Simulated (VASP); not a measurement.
A run of VASP 6.6.1 is set up as follows.

File INCAR:

```
SYSTEM = Sr
  PREC = Accurate
  ENCUT = 520
  EDIFF = 1E-6
  ISMEAR = 0
  SIGMA = 0.03
  LREAL = .False.
  LASPH = .True.
  NELM = 80
  ALGO = Normal
  ISIF = 2
  LWAVE = .False.
  LCHARG = .False.
  GGA = PE
  IVDW = 12
  NBANDS = 11
```

KPOINTS

```
Automatic mesh
0
Gamma
  6 6 8
  0 0 0
```

The input POSCAR:

```
Sr
1.0
   10.9876299658      0.0000000000      0.0000000000
   -5.4938149829      9.5155666777      0.0000000000
    0.0000000000      0.0000000000      4.4211119100
Sr
1
Direct
    0.0000000000      0.0000000000      0.0000000000
```

Potentials or basis: VASP PAW PBE potentials, release 64 (Sr_sv).

The run is started by

```bash
$ cat potpaw_PBE.64/Sr_sv/POTCAR > POTCAR
$ mpirun -np 1 vasp_std > vasp.out
```

What does it give for the dispersion energy per atom?

-0.092 eV.

What does it give for the band gap on the k mesh?

0.31 eV, indirect (least direct gap 0.32 eV).

What does it give for the pressure?

0.1 GPa.

Stress tensor (GPa, compression positive):
```
-0.01  0.00  0.00
 0.00 -0.01  0.00
 0.00  0.00  0.20
```

A k mesh can miss the band edges.
